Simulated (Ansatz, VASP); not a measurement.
# Two plane-wave programs on Rh

```
Rh
1.0
     2.65236    0.00000    0.00000
    -1.32618    2.29701    0.00000
     0.00000    0.00000    4.27832
Rh
2
Direct
  0.33333 0.66667 0.25000
  0.66667 0.33333 0.75000
```

Alike in both runs: task single point; functional PBEsol; k mesh 15 × 15 × 8; occupations fermi-dirac, width 0.1 eV; no spin polarisation.

|  | VASP | Ansatz |
| --- | --- | --- |
| version | VASP 6.6.1 | Ansatz 0.2.0 |
| potentials or method | VASP PAW PBE potentials, release 64 (Rh_pv), cutoff 520 eV | plane waves (420 eV) with PAW, scalar-relativistic |
| valence electrons in the cell | 30 | 34 |

|  | VASP | Ansatz | Ansatz less VASP |
| --- | --- | --- | --- |
| pressure (GPa) | 13.0 | 13.1 | +0.10 |

VASP's potentials were made for PBE, not for PBEsol, and Ansatz warns of the same on its side. VASP's potentials hold 30 valence electrons a cell and Ansatz's 34, so a difference there can come from the potentials and not from the codes.
